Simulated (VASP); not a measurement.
# Ru (P-3m1) in VASP: single point with PBE

Aim: the single point of Ru with PBE.

All numbers are computed with VASP 6.6.1; they aren't measurements. Logs are shortened: lines on timing, memory, paths and dates and some standing lists are left out, and cuts for length are marked.

## (1) The cell of the first run

Symmetry: P-3m1, No. 164, trigonal system. Conventional cell: a = 2.706 Å, b = 2.706 Å, c = 4.282 Å, α = 90.00°, β = 90.00°, γ = 120.00°. Within 3.1 Å of Ru (site symmetry 3m) lie 12 Ru at 2.36 to 2.96 Å.

## (2) Single point, PBE (one atom moved)

INCAR reads:

```
PREC = Accurate
ENCUT = 520
EDIFF = 1E-7
ISMEAR = 0
SIGMA = 0.1
LREAL = F
LASPH = T
NELM = 100
ALGO = Normal
ISIF = 2
LWAVE = F
LCHARG = F
GGA = PE
NBANDS = 21
```

KPOINTS reads:

```
Automatic mesh
0
Gamma
  15 15 8
```

POSCAR reads:

```
Ru
1.0
    2.7057993342      0.0000000000      0.0000000000
   -1.3528996671      2.3432909610      0.0000000000
    0.0000000000      0.0000000000      4.2819000000
Ru
2
Direct
    0.3333333333      0.6666666667      0.3375779444
    0.6666666667      0.3333333333      0.7500000000
```

Potentials or basis: VASP PAW PBE potentials, release 64 (Ru_pv).

Launch:

```sh
$ cat potpaw_PBE.64/Ru_pv/POTCAR > POTCAR
$ mpirun -np 1 vasp_std > vasp.out
```

OUTCAR:

```text
PREC = Accurate
   ENCUT = 520
   EDIFF = 1E-7
   ISMEAR = 0
   LREAL = F
   LASPH = T
   NELM = 100
   ISIF = 2
   GGA = PE

 ion  position               nearest neighbor table
   1  0.333  0.667  0.338-   2 2.36   2 2.36   2 2.36   2 2.96   2 2.96   2 2.96
   2  0.667  0.333  0.750-   1 2.36   1 2.36   1 2.36   1 2.96   1 2.96   1 2.96

  LATTYP: Found a hexagonal cell.
 ALAT       =     2.7057993342
 C/A-ratio  =     1.5824898565

  Lattice vectors:

 A1 = (   2.7057993342,   0.0000000000,   0.0000000000)
 A2 = (  -1.3528996671,   2.3432909610,   0.0000000000)
 A3 = (   0.0000000000,   0.0000000000,   4.2819000000)

Analysis of symmetry for initial positions (statically):
=====================================================================
 Subroutine PRICEL returns:
 Original cell was already a primitive cell.

 Routine SETGRP: Setting up the symmetry group for a
 hexagonal supercell.

 Subroutine GETGRP returns: Found 12 space group operations
 (whereof  6 operations were pure point group operations)
 out of a pool of 24 trial point group operations.

The static configuration has the point symmetry C_3v.
 The point group associated with its full space group is D_3d.

Analysis of symmetry for dynamics (positions and initial velocities):
=====================================================================
 Subroutine PRICEL returns:
 Original cell was already a primitive cell.

 Routine SETGRP: Setting up the symmetry group for a
 hexagonal supercell.

 Subroutine GETGRP returns: Found 12 space group operations
 (whereof  6 operations were pure point group operations)
 out of a pool of 24 trial point group operations.

The dynamic configuration has the point symmetry C_3v.
 The point group associated with its full space group is D_3d.

 Subroutine INISYM returns: Found 12 space group operations
 (whereof  6 operations are pure point group operations),
 and found     1 'primitive' translations

----------------------------------------------------------------------------------------

                                     Primitive cell

  volume of cell :      27.1493

  direct lattice vectors                    reciprocal lattice vectors
     2.705799334  0.000000000  0.000000000     0.369576556  0.213375124  0.000000000
    -1.352899667  2.343290961  0.000000000     0.000000000  0.426750249  0.000000000
     0.000000000  0.000000000  4.281900000     0.000000000  0.000000000  0.233541185

  length of vectors
     2.705799334  2.705799334  4.281900000     0.426750249  0.426750249  0.233541185

  position of ions in fractional coordinates (direct lattice)
     0.333333333  0.666666667  0.337577944
     0.666666667  0.333333333  0.750000000

  ion indices of the primitive-cell ions
   primitive index   ion index
                 1           1
                 2           2

----------------------------------------------------------------------------------------

 KPOINTS: Automatic mesh

Automatic generation of k-mesh.
 Grid dimensions read from file:
 generate k-points for:   15   15    8

 Generating k-lattice:

  Cartesian coordinates                     Fractional coordinates (reciprocal lattice)
     0.024638437  0.014225008  0.000000000     0.066666667  0.000000000  0.000000000
     0.000000000  0.028450017  0.000000000     0.000000000  0.066666667  0.000000000
     0.000000000  0.000000000  0.029192648     0.000000000  0.000000000  0.125000000

  Length of vectors
     0.028450017  0.028450017  0.029192648

  Shift w.r.t. Gamma in fractional coordinates (k-lattice)
     0.000000000  0.000000000  0.000000000

 Subroutine IBZKPT returns following result:
 ===========================================

 Found    192 irreducible k-points:

 Following reciprocal coordinates:
            Coordinates               Weight
  0.000000  0.000000  0.000000      1.000000
  0.066667  0.000000  0.000000      6.000000
  0.133333  0.000000  0.000000      6.000000
  0.200000 -0.000000  0.000000      6.000000
  0.266667  0.000000  0.000000      6.000000
  0.333333  0.000000  0.000000      6.000000
[... 16 lines left out ...]
  0.333333  0.200000  0.000000     12.000000
  0.400000  0.200000  0.000000      6.000000
 [... further k-points ...]
   k-points           NKPTS =    192   k-points in BZ     NKDIM =    192   number of bands    NBANDS=     21
   number of dos      NEDOS =    301   number of ions     NIONS =      2
   total plane-waves  NPLWV =  12800
   dimension x,y,z NGX =    20 NGY =   20 NGZ =   32
   dimension x,y,z NGXF=    40 NGYF=   40 NGZF=   64
   ions per type =               2
   NGX,Y,Z   is equivalent  to a cutoff of  12.29, 12.29, 12.42 a.u.
   NGXF,Y,Z  is equivalent  to a cutoff of  24.58, 24.58, 24.85 a.u.
 SYSTEM =  unknown system
   PREC   = accura    normal or accurate (medium, high low for compatibility)
   ISTART =      0    job   : 0-new  1-cont  2-samecut
   ICHARG =      2    charge: 1-file 2-atom 10-const
   ISPIN  =      1    spin polarized calculation?
   LNONCOLLINEAR =      F non collinear calculations
   LSORBIT =      F    spin-orbit coupling
   LASPH  =      T    aspherical Exc in radial PAW
   ENCUT  =  520.0 eV  38.22 Ry    6.18 a.u.   5.03  5.03  7.96*2*pi/ulx,y,z
   NELM   =    100;   NELMIN=  2; NELMDL= -5     # of ELM steps
   EDIFF  = 0.1E-06   stopping-criterion for ELM
   LREAL  =      F    real-space projection
   EDIFFG = 0.1E-05   stopping-criterion for IOM
   NSW    =      0    number of steps for IOM
   IBRION =     -1    ionic relax: 0-MD 1-quasi-New 2-CG
   NFREE  =      0    steps in history (QN), initial steepest desc. (CG)
   ISIF   =      2    stress and relaxation
   ISYM   =      2    0-nonsym 1-usesym 2-fastsym
   POTIM  = 0.5000    time-step for ionic-motion
   TEBEG  =    0.0;   TEEND  =   0.0 temperature during run
   PSTRESS=    0.0 pullay stress
   NELECT =      28.0000    total number of electrons
   NUPDOWN=      -1.0000    fix difference up-down
   EMIN   =  10.00;   EMAX   =-10.00  energy-range for DOS
   EFERMI =   0.00;   METHOD = LEGACY
   ISMEAR =     0;   SIGMA  =   0.10  broadening in eV -4-tet -1-fermi 0-gaus
   EFERMI_NEDOS =   21; number of points for ismear=-14 and -15
   IALGO  =     38    algorithm
   IMIX   =      4    mixing-type and parameters
     AMIX     =   0.40;   BMIX     =  1.00
     AMIX_MAG =   1.60;   BMIX_MAG =  1.00
  volume/ion in A,a.u.               =      13.57        91.61
  Fermi-wavevector in a.u.,A,eV,Ry     =   1.654022  3.125649 37.222686  2.735790
  Thomas-Fermi vector in A             =   2.742361
   LORBIT       =      0    0 simple, 1 ext, 2 COOP (PROOUT), +10 PAW based schemes
   GGA     = PE    functional components
   LHFCALC =     F    Hartree Fock is set to
   AEXX    =    0.0000 exact exchange contribution
   IVDW    =     0    specifies the selected vdW correction
   LEPSILON=     F    determine dielectric tensor
   LRPA    =     F    only Hartree local field effects (RPA)
 non-spin polarized calculation
 Gauss-broadening in eV      SIGMA  =   0.10
  energy-cutoff  :      520.00
  volume of cell :       27.15
 maximum number of plane-waves:       750
   NGX =  9   NGY =  9   NGZ = 15

 number of electron      28.0000006 magnetization

 Free energy of the ion-electron system (eV)
  ---------------------------------------------------
  ext. energy  EPLUGINS =         0.00000000
  ---------------------------------------------------
  free energy    TOTEN  =       -17.39243543 eV

  energy without entropy =      -17.37989952  energy(sigma->0) =      -17.38616747

 E-fermi :  13.0446     XC(G=0): -14.0223

 val. band max:       13.0432623655   @ k =  -0.0667   0.4000   0.1250
 cond. band min:      13.0517835328   @ k =   0.4000   0.1333   0.5000
 fundamental gap:      0.0085211673
 Fermi energy:        13.0445737369

 k-point     1 :       0.0000    0.0000    0.0000
  band No.  band energies     occupation
      1     -31.0625      2.00000
      2     -30.0049      2.00000
      3     -30.0049      2.00000
      4     -29.6305      2.00000
      5     -29.6305      2.00000
      6     -29.5004      2.00000
[... 13 lines left out ...]
     20      23.3748      0.00000
     21      23.3767      0.00000

 k-point     2 :       0.0667    0.0000    0.0000
  band No.  band energies     occupation
      1     -31.0503      2.00000
      2     -30.0539      2.00000
      3     -30.0186      2.00000
      4     -29.6594      2.00000
      5     -29.6324      2.00000
      6     -29.4942      2.00000
[... 13 lines left out ...]
     20      23.3748      0.00000
     21      23.3767      0.00000

 k-point     3 :       0.1333    0.0000    0.0000
  band No.  band energies     occupation
      1     -31.0167      2.00000
      2     -30.1813      2.00000
      3     -30.0564      2.00000
      4     -29.7385      2.00000
      5     -29.6388      2.00000
      6     -29.4883      2.00000
[... 13 lines left out ...]
     20      23.3747      0.00000
     21      23.3771      0.00000

 k-point     4 :       0.2000   -0.0000    0.0000
  band No.  band energies     occupation
      1     -30.9706      2.00000
      2     -30.3515      2.00000
      3     -30.1097      2.00000
      4     -29.8445      2.00000
      5     -29.6503      2.00000
      6     -29.5009      2.00000
[... 13 lines left out ...]
     20      23.3747      0.00000
     21      23.3775      0.00000

 k-point     5 :       0.2667    0.0000    0.0000
  band No.  band energies     occupation
      1     -30.9275      2.00000
      2     -30.5326      2.00000
      3     -30.1683      2.00000
      4     -29.9430      2.00000
      5     -29.6657      2.00000
      6     -29.5384      2.00000
[... 13 lines left out ...]
     20      23.3746      0.00000
     21      23.3779      0.00000
[... 382 lines left out ...]
     20      23.3744      0.00000
     21      23.3791      0.00000

 k-point    22 :       0.2667    0.2000    0.0000
  band No.  band energies     occupation
      1     -30.8736      2.00000
      2     -30.7019      2.00000
      3     -30.4706      2.00000
      4     -29.9099      2.00000
      5     -29.8320      2.00000
      6     -29.6426      2.00000
[... 13 lines left out ...]
     20      23.3714      0.00000
     21      23.3910      0.00000

 k-point    23 :       0.3333    0.2000    0.0000
  band No.  band energies     occupation
      1     -30.8639      2.00000
      2     -30.7687      2.00000
      3     -30.5006      2.00000
      4     -29.9381      2.00000
      5     -29.8254      2.00000
      6     -29.6976      2.00000
[... 13 lines left out ...]
     20      23.3728      0.00000
     21      23.3764      0.00000

 k-point    24 :       0.4000    0.2000    0.0000
  band No.  band energies     occupation
      1     -30.8570      2.00000
      2     -30.7974      2.00000
      3     -30.5089      2.00000
      4     -29.9524      2.00000
      5     -29.8053      2.00000
      6     -29.7308      2.00000
[... 13 lines left out ...]
     20      23.3742      0.00000
     21      23.3758      0.00000

 [... further k-points ...]

------------------------ aborting loop because EDIFF is reached ----------------------------------------

  FORCE on cell =-STRESS in cart. coord.  units (eV):
  Direction    XX          YY          ZZ          XY          YZ          ZX
  --------------------------------------------------------------------------------------
  -------------------------------------------------------------------------------------
  Total        3.4977509      3.4977509      9.2760847      0.0000000     -0.0000000      0.0000000
  in kB      206.4149448    206.4149448    547.4153425      0.0000000     -0.0000000      0.0000000
  external PRESSURE =     320.0817440 kB  Pullay stress =       0.0000000 kB

 VOLUME and BASIS-vectors are now :
 -----------------------------------------------------------------------------
  energy-cutoff  :      520.00
  volume of cell :       27.15
      direct lattice vectors                 reciprocal lattice vectors
     2.705799334  0.000000000  0.000000000     0.369576556  0.213375124  0.000000000
    -1.352899667  2.343290961  0.000000000     0.000000000  0.426750249  0.000000000
     0.000000000  0.000000000  4.281900000     0.000000000  0.000000000  0.233541185

 POSITION                                       TOTAL-FORCE (eV/Angst)
 -----------------------------------------------------------------------------------
     -0.00000      1.56219      1.44548        -0.000000      0.000000     -6.750756
      1.35290      0.78110      3.21143         0.000000      0.000000      6.750756
 -----------------------------------------------------------------------------------
    total drift:                                0.000000      0.000000      0.000043

  FREE ENERGIE OF THE ION-ELECTRON SYSTEM (eV)
  ---------------------------------------------------
  free  energy   TOTEN  =       -17.3924354320 eV

  energy  without entropy=      -17.3798995163  energy(sigma->0) =      -17.38616747
```

Wall time 32 s (1 thread of Intel Xeon 6975P-C (Granite Rapids), shared host); peak memory 0.2 GiB.

What came out:

| Item | Value |
| --- | --- |
| Free energy | -17.3924 eV |
| Pressure | 32.0 GPa |
| Largest force | 6.751 eV/Å |
| Band gap on the k mesh | zero (band 14 reaches 14.21 eV, above the bottom of band 15 at 11.93 eV) |

Forces on the atoms (eV/Å):
```
Ru   0.000  0.000 -6.751
Ru   0.000  0.000  6.751
```

Caveat: the cell differs from its parent crystal (one atom moved); forces of over 1 eV/Å act on the atoms, so gaps and moduli don't describe the material at rest.
